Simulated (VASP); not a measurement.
A run of VASP 6.6.1 is set up as follows.

The input INCAR:

```
PREC     = Accurate       # precision mode
ENCUT    = 520            # plane-wave cutoff, eV
EDIFF    = 1E-6           # SCF threshold, eV
ISMEAR   = 0              # smearing method
SIGMA    = 0.1            # smearing width, eV
LREAL    = False          # projectors in reciprocal space
LASPH    = True           # aspherical terms in the spheres
NELM     = 120            # most SCF steps
ALGO     = Normal         # electronic algorithm
ISIF     = 2              # what is computed and relaxed
LWAVE    = False          # write WAVECAR
LCHARG   = False          # write CHGCAR
LDIPOL   = True         
IDIPOL   = 3            
DIPOL    = 0.5 0.5 0.319
GGA      = PE             # functional
IVDW     = 12             # dispersion correction
NBANDS   = 132            # bands
GGA_COMPAT= False        
NELMDL   = -8           
KPAR     = 4
```

The input KPOINTS:

```
regular mesh
0
Gamma
  6 6 1
```

The input POSCAR:

```
Ru8N
1.0
    5.3951895594      0.0000000000      0.0000000000
   -2.6975947797      4.6723712167      0.0000000000
    0.0000000000      0.0000000000     25.0383144398
Ru N
16 2
Direct
    0.3333333333      0.1666666667      0.1597551628
    0.3333333333      0.6666666667      0.1597551628
    0.8333333333      0.1666666667      0.1597551628
    0.8333333333      0.6666666667      0.1597551628
    0.1666666667      0.3333333333      0.2449409688
    0.1666666667      0.8333333333      0.2449409688
    0.6666666667      0.3333333333      0.2449409688
    0.6666666667      0.8333333333      0.2449409688
    0.3333333333      0.1666666667      0.3299719610
    0.3333333333      0.6666666667      0.3299719610
    0.8333333333      0.1666666667      0.3299719610
    0.8333333333      0.6666666667      0.3299719610
    0.1666666667      0.3333333333      0.4128997766
    0.1666666667      0.8333333333      0.4128997766
    0.6666666667      0.3333333333      0.4128997766
    0.6666666667      0.8333333333      0.4128997766
    0.2500000000      0.6666666667      0.5566794232
    0.2500000000      0.6666666667      0.6006120930
```

Potentials or basis: VASP PAW PBE potentials, release 64 (Ru_pv, N).

Command:

```bash
$ cat potpaw_PBE.64/Ru_pv/POTCAR potpaw_PBE.64/N/POTCAR > POTCAR
$ mpirun -np 4 vasp_std > vasp.out
```

Q: Estimate the largest force.

A: 2.140 eV/Å.

Q: Predict the band gap on the k mesh.

A: Zero (bands 117 and 118 overlap by 1.26 eV).

Q: What does it give for the dispersion energy per atom?

A: -0.418 eV.

Forces in eV/Å, atoms in the order of the input:
```
Ru   0.004  0.003  0.510
Ru   0.000  0.000  0.519
Ru  -0.004  0.003  0.510
Ru   0.000 -0.006  0.510
Ru  -0.001 -0.004 -0.525
Ru  -0.003  0.002 -0.523
Ru   0.002  0.000 -0.520
Ru   0.003  0.002 -0.526
Ru   0.006  0.009  0.014
Ru   0.008 -0.002 -0.035
Ru  -0.009  0.002 -0.022
Ru  -0.007 -0.010 -0.008
Ru   0.004 -0.019  0.023
Ru  -0.011  0.009  0.037
Ru  -0.004 -0.002  0.026
Ru   0.017  0.009  0.017
N   -0.008  0.004 -2.140
N    0.002 -0.001  2.133
```

Caveat: the standard files for N, O and F lose accuracy on very short bonds.
